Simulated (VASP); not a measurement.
# TiS2 (nc) (P-3m1) in VASP: a series of runs

Runs on TiS2 (nc). Level: PBE+D3(BJ). Tasks: single point, relaxation of cell and atoms.

All numbers are computed with VASP 6.6.1; they aren't measurements. Logs are shortened: lines on timing, memory, paths and dates and some standing lists are left out, and cuts for length are marked.

### Step 1. The cell of the first run

The structure is trigonal, space group P-3m1 (No. 164). Conventional cell: a = 3.360 Å, b = 3.360 Å, c = 5.522 Å, α = 90.00°, β = 90.00°, γ = 120.00°. Within 3.2 Å of Ti (site symmetry -3m) lie 6 S at 2.41 Å. S (site symmetry 3m) has 3 Ti at 2.41 Å within 3.2 Å.

### Step 2. Single point, PBE+D3(BJ)

The input, INCAR:

```
ALGO = Normal
EDIFF = 1E-6
ENCUT = 500
GGA = PE
GGA_COMPAT = F
ISIF = 2
ISMEAR = 0
IVDW = 12
LASPH = T
LCHARG = F
LREAL = F
LWAVE = F
NBANDS = 19
NELM = 120
PREC = Accurate
SIGMA = 0.1
```

The input, KPOINTS:

```
k-points
0
Gamma
  15 15 8
```

The input, POSCAR:

```
TiS2
1.0
    3.3603137843      0.0000000000      0.0000000000
   -1.6801568922      2.9101171019      0.0000000000
    0.0000000000      0.0000000000      5.5216189874
Ti S
1 2
Direct
    0.0000000000      0.0000000000      0.0000000000
    0.3333333333      0.6666666667      0.2585443185
    0.6666666667      0.3333333333      0.7414556815
```

Potentials or basis: VASP PAW PBE potentials, release 64 (Ti_sv, S).

On the command line:

```sh
$ cat potpaw_PBE.64/Ti_sv/POTCAR potpaw_PBE.64/S/POTCAR > POTCAR
$ mpirun -np 1 vasp_std > vasp.out
```

OUTCAR:

```text
EDIFF = 1E-6
   ENCUT = 500
   GGA = PE
   ISIF = 2
   ISMEAR = 0
   IVDW = 12
   LASPH = T
   LREAL = F
   NELM = 120
   PREC = Accurate
 IVDW          = 12

 ion  position               nearest neighbor table
   1  0.000  0.000  0.000-   2 2.41   3 2.41   3 2.41   2 2.41   3 2.41   2 2.41
   2  0.333  0.667  0.259-   1 2.41   1 2.41   1 2.41
   3  0.667  0.333  0.741-   1 2.41   1 2.41   1 2.41

  LATTYP: Found a hexagonal cell.
 ALAT       =     3.3603137843
 C/A-ratio  =     1.6431855302

  Lattice vectors:

 A1 = (   3.3603137843,   0.0000000000,   0.0000000000)
 A2 = (  -1.6801568922,   2.9101171019,   0.0000000000)
 A3 = (   0.0000000000,   0.0000000000,   5.5216189874)

Analysis of symmetry for initial positions (statically):
=====================================================================
 Subroutine PRICEL returns:
 Original cell was already a primitive cell.

 Routine SETGRP: Setting up the symmetry group for a
 hexagonal supercell.

 Subroutine GETGRP returns: Found 12 space group operations
 (whereof 12 operations were pure point group operations)
 out of a pool of 24 trial point group operations.

The static configuration has the point symmetry D_3d.

Analysis of symmetry for dynamics (positions and initial velocities):
=====================================================================
 Subroutine PRICEL returns:
 Original cell was already a primitive cell.

 Routine SETGRP: Setting up the symmetry group for a
 hexagonal supercell.

 Subroutine GETGRP returns: Found 12 space group operations
 (whereof 12 operations were pure point group operations)
 out of a pool of 24 trial point group operations.

The dynamic configuration has the point symmetry D_3d.

 Subroutine INISYM returns: Found 12 space group operations
 (whereof 12 operations are pure point group operations),
 and found     1 'primitive' translations

----------------------------------------------------------------------------------------

                                     Primitive cell

  volume of cell :      53.9954

  direct lattice vectors                    reciprocal lattice vectors
     3.360313784  0.000000000  0.000000000     0.297591256  0.171814392  0.000000000
    -1.680156892  2.910117102  0.000000000     0.000000000  0.343628784  0.000000000
     0.000000000  0.000000000  5.521618987     0.000000000  0.000000000  0.181106303

  length of vectors
     3.360313784  3.360313784  5.521618987     0.343628784  0.343628784  0.181106303

  position of ions in fractional coordinates (direct lattice)
     0.000000000  0.000000000  0.000000000
     0.333333333  0.666666667  0.258544319
     0.666666667  0.333333333  0.741455681

  ion indices of the primitive-cell ions
   primitive index   ion index
                 1           1
                 2           2
                 3           3

----------------------------------------------------------------------------------------

 KPOINTS: k-points

Automatic generation of k-mesh.
 Grid dimensions read from file:
 generate k-points for:   15   15    8

 Generating k-lattice:

  Cartesian coordinates                     Fractional coordinates (reciprocal lattice)
     0.019839417  0.011454293  0.000000000     0.066666667 -0.000000000  0.000000000
     0.000000000  0.022908586  0.000000000     0.000000000  0.066666667  0.000000000
     0.000000000  0.000000000  0.022638288     0.000000000  0.000000000  0.125000000

  Length of vectors
     0.022908586  0.022908586  0.022638288

  Shift w.r.t. Gamma in fractional coordinates (k-lattice)
     0.000000000  0.000000000  0.000000000

 Subroutine IBZKPT returns following result:
 ===========================================

 Found    192 irreducible k-points:

 Following reciprocal coordinates:
            Coordinates               Weight
  0.000000  0.000000  0.000000      1.000000
  0.066667  0.000000  0.000000      6.000000
  0.133333  0.000000  0.000000      6.000000
  0.200000  0.000000  0.000000      6.000000
  0.266667  0.000000  0.000000      6.000000
  0.333333  0.000000  0.000000      6.000000
[... 16 lines left out ...]
  0.333333  0.200000  0.000000     12.000000
  0.400000  0.200000  0.000000      6.000000
 [... further k-points ...]
   k-points           NKPTS =    192   k-points in BZ     NKDIM =    192   number of bands    NBANDS=     19
   number of dos      NEDOS =    301   number of ions     NIONS =      3
   total plane-waves  NPLWV =  31360
   dimension x,y,z NGX =    28 NGY =   28 NGZ =   40
   dimension x,y,z NGXF=    56 NGYF=   56 NGZF=   80
   ions per type =               1   2
   NGX,Y,Z   is equivalent  to a cutoff of  13.85, 13.85, 12.04 a.u.
   NGXF,Y,Z  is equivalent  to a cutoff of  27.71, 27.71, 24.09 a.u.
 SYSTEM =  unknown system
   PREC   = accura    normal or accurate (medium, high low for compatibility)
   ISTART =      0    job   : 0-new  1-cont  2-samecut
   ICHARG =      2    charge: 1-file 2-atom 10-const
   ISPIN  =      1    spin polarized calculation?
   LNONCOLLINEAR =      F non collinear calculations
   LSORBIT =      F    spin-orbit coupling
   LASPH  =      T    aspherical Exc in radial PAW
   ENCUT  =  500.0 eV  36.75 Ry    6.06 a.u.   6.13  6.13 10.07*2*pi/ulx,y,z
   NELM   =    120;   NELMIN=  2; NELMDL= -5     # of ELM steps
   EDIFF  = 0.1E-05   stopping-criterion for ELM
   LREAL  =      F    real-space projection
   EDIFFG = 0.1E-04   stopping-criterion for IOM
   NSW    =      0    number of steps for IOM
   IBRION =     -1    ionic relax: 0-MD 1-quasi-New 2-CG
   NFREE  =      0    steps in history (QN), initial steepest desc. (CG)
   ISIF   =      2    stress and relaxation
   ISYM   =      2    0-nonsym 1-usesym 2-fastsym
   POTIM  = 0.5000    time-step for ionic-motion
   TEBEG  =    0.0;   TEEND  =   0.0 temperature during run
   PSTRESS=    0.0 pullay stress
   NELECT =      24.0000    total number of electrons
   NUPDOWN=      -1.0000    fix difference up-down
   EMIN   =  10.00;   EMAX   =-10.00  energy-range for DOS
   EFERMI =   0.00;   METHOD = LEGACY
   ISMEAR =     0;   SIGMA  =   0.10  broadening in eV -4-tet -1-fermi 0-gaus
   EFERMI_NEDOS =   21; number of points for ismear=-14 and -15
   IALGO  =     38    algorithm
   IMIX   =      4    mixing-type and parameters
     AMIX     =   0.40;   BMIX     =  1.00
     AMIX_MAG =   1.60;   BMIX_MAG =  1.00
  volume/ion in A,a.u.               =      18.00       121.46
  Fermi-wavevector in a.u.,A,eV,Ry     =   1.249376  2.360977 21.237868  1.560939
  Thomas-Fermi vector in A             =   2.383419
   LORBIT       =      0    0 simple, 1 ext, 2 COOP (PROOUT), +10 PAW based schemes
   GGA     = PE    functional components
   LHFCALC =     F    Hartree Fock is set to
   AEXX    =    0.0000 exact exchange contribution
   IVDW    =    12    specifies the selected vdW correction
   LEPSILON=     F    determine dielectric tensor
   LRPA    =     F    only Hartree local field effects (RPA)
 non-spin polarized calculation
 Gauss-broadening in eV      SIGMA  =   0.10
  energy-cutoff  :      500.00
  volume of cell :       54.00
 maximum number of plane-waves:      1398
 NGX is ok and might be reduce to    28
   NGX = 13   NGY = 13   NGZ = 21

 number of electron      24.0000002 magnetization

 Free energy of the ion-electron system (eV)
  ---------------------------------------------------
  ext. energy  EPLUGINS =         0.00000000
  ---------------------------------------------------
  free energy    TOTEN  =       -19.87753882 eV

  energy without entropy =      -19.87546119  energy(sigma->0) =      -19.87650000

 E-fermi :   6.1376     XC(G=0): -10.4369

 val. band max:        6.1207660826   @ k =   0.1333   0.0000   0.0000
 cond. band min:       6.1649994383   @ k =   0.4667  -0.0000   0.3750
 fundamental gap:      0.0442333556
 Fermi energy:         6.1375948064

 k-point     1 :       0.0000    0.0000    0.0000
  band No.  band energies     occupation
      1     -51.4059      2.00000
      2     -27.6404      2.00000
      3     -27.5895      2.00000
      4     -27.5895      2.00000
      5      -7.8828      2.00000
      6      -5.9783      2.00000
[... 11 lines left out ...]
     18      12.2178      0.00000
     19      13.4448      0.00000

 k-point     2 :       0.0667    0.0000    0.0000
  band No.  band energies     occupation
      1     -51.4053      2.00000
      2     -27.6391      2.00000
      3     -27.5961      2.00000
      4     -27.5910      2.00000
      5      -7.8267      2.00000
      6      -5.9668      2.00000
[... 11 lines left out ...]
     18      12.5621      0.00000
     19      13.6861      0.00000

 k-point     3 :       0.1333    0.0000    0.0000
  band No.  band energies     occupation
      1     -51.4035      2.00000
      2     -27.6354      2.00000
      3     -27.6148      2.00000
      4     -27.5952      2.00000
      5      -7.6626      2.00000
      6      -5.9346      2.00000
[... 11 lines left out ...]
     18      13.2764      0.00000
     19      14.2807      0.00000

 k-point     4 :       0.2000    0.0000    0.0000
  band No.  band energies     occupation
      1     -51.4009      2.00000
      2     -27.6424      2.00000
      3     -27.6296      2.00000
      4     -27.6014      2.00000
      5      -7.4035      2.00000
      6      -5.8888      2.00000
[... 11 lines left out ...]
     18      13.7558      0.00000
     19      14.8057      0.00000

 k-point     5 :       0.2667    0.0000    0.0000
  band No.  band energies     occupation
      1     -51.3978      2.00000
      2     -27.6737      2.00000
      3     -27.6234      2.00000
      4     -27.6085      2.00000
      5      -7.0729      2.00000
      6      -5.8415      2.00000
[... 11 lines left out ...]
     18      13.7236      0.00000
     19      14.6739      0.00000

 k-point     6 :       0.3333    0.0000    0.0000
  band No.  band energies     occupation
      1     -51.3949      2.00000
      2     -27.7034      2.00000
      3     -27.6173      2.00000
      4     -27.6153      2.00000
      5      -6.7071      2.00000
      6      -5.8097      2.00000
[... 11 lines left out ...]
     18      13.5392      0.00000
     19      14.0672      0.00000

 k-point     7 :       0.4000    0.0000    0.0000
  band No.  band energies     occupation
      1     -51.3926      2.00000
      2     -27.7266      2.00000
      3     -27.6207      2.00000
      4     -27.6125      2.00000
      5      -6.3557      2.00000
      6      -5.8174      2.00000
[... 11 lines left out ...]
     18      13.3037      0.00000
     19      13.7319      0.00000

 k-point     8 :       0.4667   -0.0000    0.0000
  band No.  band energies     occupation
      1     -51.3914      2.00000
      2     -27.7392      2.00000
      3     -27.6236      2.00000
      4     -27.6099      2.00000
      5      -6.0736      2.00000
      6      -5.8952      2.00000
[... 256 lines left out ...]
 k-point    20 :       0.4000    0.1333    0.0000
  band No.  band energies     occupation
      1     -51.3908      2.00000
      2     -27.7310      2.00000
      3     -27.6394      2.00000
      4     -27.6087      2.00000
      5      -6.0123      2.00000
      6      -5.8560      2.00000
[... 11 lines left out ...]
     18      13.4458      0.00000
     19      14.0881      0.00000

 k-point    21 :       0.2000    0.2000    0.0000
  band No.  band energies     occupation
      1     -51.3942      2.00000
      2     -27.6966      2.00000
      3     -27.6315      2.00000
      4     -27.6155      2.00000
      5      -6.6285      2.00000
      6      -5.7863      2.00000
[... 11 lines left out ...]
     18      14.0555      0.00000
     19      15.0829      0.00000

 k-point    22 :       0.2667    0.2000    0.0000
  band No.  band energies     occupation
      1     -51.3921      2.00000
      2     -27.7106      2.00000
      3     -27.6442      2.00000
      4     -27.6113      2.00000
      5      -6.3143      2.00000
      6      -5.7683      2.00000
[... 11 lines left out ...]
     18      13.4523      0.00000
     19      15.0320      0.00000

 k-point    23 :       0.3333    0.2000    0.0000
  band No.  band energies     occupation
      1     -51.3906      2.00000
      2     -27.7193      2.00000
      3     -27.6536      2.00000
      4     -27.6084      2.00000
      5      -6.0502      2.00000
      6      -5.7866      2.00000
[... 11 lines left out ...]
     18      13.1096      0.00000
     19      14.9152      0.00000

 k-point    24 :       0.4000    0.2000    0.0000
  band No.  band energies     occupation
      1     -51.3901      2.00000
      2     -27.7223      2.00000
      3     -27.6570      2.00000
      4     -27.6073      2.00000
      5      -5.8923      2.00000
      6      -5.8527      2.00000
[... 11 lines left out ...]
     18      13.0033      0.00000
     19      14.8575      0.00000

 [... further k-points ...]

------------------------ aborting loop because EDIFF is reached ----------------------------------------

 Edisp (eV)   -1.22927

 E8    (eV) :    -0.4983

  FORCE on cell =-STRESS in cart. coord.  units (eV):
  Direction    XX          YY          ZZ          XY          YZ          ZX
  --------------------------------------------------------------------------------------
  -------------------------------------------------------------------------------------
  Total      -0.00931    -0.00931     0.03772     0.00000     0.00000     0.00000
  in kB      -0.27635    -0.27635     1.11938     0.00000     0.00000     0.00000
  external pressure =        0.19 kB  Pullay stress =        0.00 kB

 VOLUME and BASIS-vectors are now :
 -----------------------------------------------------------------------------
  energy-cutoff  :      500.00
  volume of cell :       54.00
      direct lattice vectors                 reciprocal lattice vectors
     3.360313784  0.000000000  0.000000000     0.297591256  0.171814392  0.000000000
    -1.680156892  2.910117102  0.000000000     0.000000000  0.343628784  0.000000000
     0.000000000  0.000000000  5.521618987     0.000000000  0.000000000  0.181106303

 POSITION                                       TOTAL-FORCE (eV/Angst)
 -----------------------------------------------------------------------------------
      0.00000      0.00000      0.00000         0.000000      0.000000      0.000000
     -0.00000      1.94008      1.42758         0.000000     -0.000000      0.008944
      1.68016      0.97004      4.09404        -0.000000      0.000000     -0.008944
 -----------------------------------------------------------------------------------
    total drift:                               -0.000000     -0.000000      0.000000

  FREE ENERGIE OF THE ION-ELECTRON SYSTEM (eV)
  ---------------------------------------------------
  free  energy   TOTEN  =       -21.1068129137 eV

  energy  without entropy=      -21.1047352836  energy(sigma->0) =      -21.10577410
```

Wall time 3 min (1 thread of AMD EPYC 9R45 (Zen 5), shared host); peak memory 0.28 GiB.

What came out:

```yaml
Free_energy: -21.1068 eV
Pressure: 0.0 GPa
Largest_force: 0.009 eV/Å
Band_gap_on_the_k_mesh: zero (band 12 reaches 6.31 eV, above the bottom of band 13 at 6.03 eV)
Dispersion_energy_per_atom: -0.410 eV
```

Forces in eV/Å, atoms in the order of the input:
```
Ti   0.000  0.000  0.000
S    0.000  0.000  0.009
S    0.000  0.000 -0.009
```

Stress tensor (GPa, compression positive):
```
-0.03  0.00  0.00
 0.00 -0.03  0.00
 0.00  0.00  0.11
```

Caveat: pairwise dispersion overbinds metals, which lowers pressure and volume.

### Step 3. Relaxation of cell and atoms, PBE+D3(BJ)

This run uses another cell than the first one, of 19.14 Å³/atom, 1.063 times its volume.

The input, INCAR:

```
PREC = Accurate
ENCUT = 500
EDIFF = 1E-7
ISMEAR = 0
SIGMA = 0.1
LREAL = F
LASPH = T
NELM = 120
ALGO = Normal
ISIF = 3
LWAVE = F
LCHARG = F
GGA = PE
IVDW = 12
IBRION = 2
NSW = 100
EDIFFG = -0.002
GGA_COMPAT = F
NELMIN = 4
```

The input, KPOINTS:

```
regular mesh
0
Gamma
  15 15 8
```

The input, POSCAR:

```
TiS2
1.0
    3.4120000000      0.0000000000      0.0000000000
   -1.7060000000      2.9548786777      0.0000000000
    0.0000000000      0.0000000000      5.6950000000
Ti S
1 2
Direct
    0.0000000000      0.0000000000      0.0000000000
    0.3333333333      0.6666666667      0.2500000000
    0.6666666667      0.3333333333      0.7500000000
```

Potentials or basis: VASP PAW PBE potentials, release 64 (Ti_sv, S).

On the command line:

```sh
$ cat potpaw_PBE.64/Ti_sv/POTCAR potpaw_PBE.64/S/POTCAR > POTCAR
$ mpirun -np 1 vasp_std > vasp.out
```

Run time: 32 min. Hardware: 1 thread of AMD EPYC 9R45 (Zen 5), shared host; peak memory 0.28 GiB.

Results (log left out):

| Property | Result |
| --- | --- |
| Free energy | -21.1083 eV |
| Relaxed volume | 17.98 Å³/atom |
| Relaxed cell | a = 3.358 Å, b = 3.358 Å, c = 5.521 Å, α = 90.00°, β = 90.00°, γ = 120.00° |
| Space group after relaxing (to 0.05 Å) | P-3m1 (No. 164) |
| Energy gained by relaxing | 8.9 meV/atom |
| Ionic steps | 18 |
| Pressure after relaxing | 0.0 GPa |
| Band gap on the k mesh | zero (band 12 reaches 6.33 eV, above the bottom of band 13 at 6.05 eV) |
| Dispersion energy per atom | -0.410 eV |

The path:
```csv
step,energy change (eV),largest force (eV/Å),pressure (GPa),volume (Å³)
1,0.0000,0.1245,-2.98,57.42
2,-0.0032,0.5389,2.72,54.51
3,-0.0156,0.2154,-0.10,55.85
4,-0.0193,0.1403,-0.12,55.54
5,-0.0210,0.0378,-0.11,55.11
6,-0.0228,0.0360,-0.04,54.85
7,-0.0261,0.0280,0.20,54.06
8,-0.0264,0.0216,0.33,53.71
9,-0.0247,0.1378,-0.98,54.16
10,-0.0265,0.0145,0.04,53.81
11,-0.0265,0.0024,0.03,53.86
12,-0.0265,0.0008,0.03,53.87
13,-0.0265,0.0113,-0.08,53.94
14,-0.0266,0.0055,-0.02,53.90
15,-0.0266,0.0034,-0.01,53.91
16,-0.0266,0.0026,0.00,53.92
17,-0.0266,0.0008,0.01,53.93
18,-0.0266,0.0015,0.00,53.93
```

Final structure:
```
CELL_PARAMETERS angstrom
3.35841 0.00000 0.00000
-1.67921 2.90847 0.00000
0.00000 0.00000 5.52076
ATOMIC_POSITIONS crystal
Ti 0.00000 0.00000 0.00000
S 0.33333 0.66667 0.25885
S 0.66667 0.33333 0.74115
```

Levels at points of the mesh, in eV from the Fermi level:
```tsv
k point	band 9	band 10	band 11	band 12	band 13	band 14	band 15	band 16
(0.00, 0.00, 0.00)	-2.77	0.17	0.18	0.18	0.55	0.55	0.88	3.48
(0.00, 0.00, 0.50)	-2.70	-2.70	-0.08	-0.08	0.53	0.53	1.60	3.91
```

Caveat: pairwise dispersion overbinds metals, which lowers pressure and volume.
